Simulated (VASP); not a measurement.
## Si2Bi2Se: single point with PBE

The system is Si2Bi2Se.

```
Si Bi Se
1.0
     0.00000    0.00000   -7.00914
     6.07419   -3.66742    0.00000
    -6.07419   -3.66742    0.00000
Si Bi Se
4 4 2
Direct
  0.71777 0.99273 0.30648
  0.71777 0.30648 0.99273
  0.21777 0.00727 0.69352
  0.21777 0.69352 0.00727
  0.82986 0.64774 0.93795
  0.82986 0.93795 0.64774
  0.32986 0.35226 0.06205
  0.32986 0.06205 0.35226
  0.84234 0.29583 0.29583
  0.34234 0.70417 0.70417
```

```yaml
Program: VASP 6.6.1
Task: single point
Functional: PBE
Potentials_or_basis: VASP PAW PBE potentials, release 64 (Si, Bi_d, Se)
Cutoff: 520 eV
k_mesh: 4 × 4 × 4
Occupations: gaussian, width 0.2 eV
Spin: no spin polarisation
```

```json
{
 "Pressure": "0.0 GPa",
 "Largest force": "0.018 eV/Å",
 "Band gap on the k mesh": "0.20 eV (least direct gap 0.49 eV)"
}
```

Forces in eV/Å, atoms in the order of the input:
```
Si   0.006  0.006  0.005
Si  -0.006  0.006  0.005
Si  -0.006 -0.006  0.005
Si   0.006 -0.006  0.005
Bi   0.018  0.001 -0.003
Bi  -0.018  0.001 -0.003
Bi  -0.018 -0.001 -0.003
Bi   0.018 -0.001 -0.003
Se   0.000 -0.003 -0.006
Se   0.000  0.003 -0.006
```

Stress tensor (GPa, compression positive):
```
 0.02  0.00  0.00
 0.00 -0.02  0.00
 0.00  0.00 -0.09
```

Levels at points of the mesh, in eV from the valence-band top:
| k point | band 40 | band 41 | band 42 | band 43 | band 44 | band 45 | band 46 | band 47 | band 48 | band 49 |
| --- | --- | --- | --- | --- | --- | --- | --- | --- | --- | --- |
| (0.00, 0.00, 0.00) | -1.45 | -0.90 | -0.63 | -0.53 | 0.00 | 0.49 | 0.59 | 1.06 | 1.64 | 2.11 |
| (0.50, 0.00, 0.00) | -2.24 | -0.90 | -0.90 | -0.66 | -0.66 | 0.50 | 0.50 | 1.01 | 1.01 | 2.30 |
| (0.00, 0.50, 0.00) | -2.07 | -1.69 | -1.28 | -1.16 | -0.79 | 0.66 | 1.07 | 1.62 | 1.63 | 2.21 |
| (0.50, 0.50, 0.00) | -2.26 | -1.88 | -1.88 | -1.37 | -1.37 | 0.47 | 0.47 | 1.45 | 1.45 | 1.83 |
| (0.00, 0.50, 0.50) | -1.74 | -1.70 | -1.28 | -1.26 | -1.21 | 0.21 | 0.94 | 1.62 | 1.85 | 1.89 |
| (0.50, 0.50, 0.50) | -2.29 | -1.94 | -1.94 | -1.30 | -1.30 | 0.43 | 0.43 | 1.58 | 1.58 | 1.65 |

Wall time 3.7 min on 1 thread of Intel(R) Xeon(R) 6975P-C (Granite Rapids) (shared host), peak memory 0.57 GiB.

Caveat: spin-orbit coupling is left out, which moves the levels of the heavy elements. A k mesh can miss the band edges.
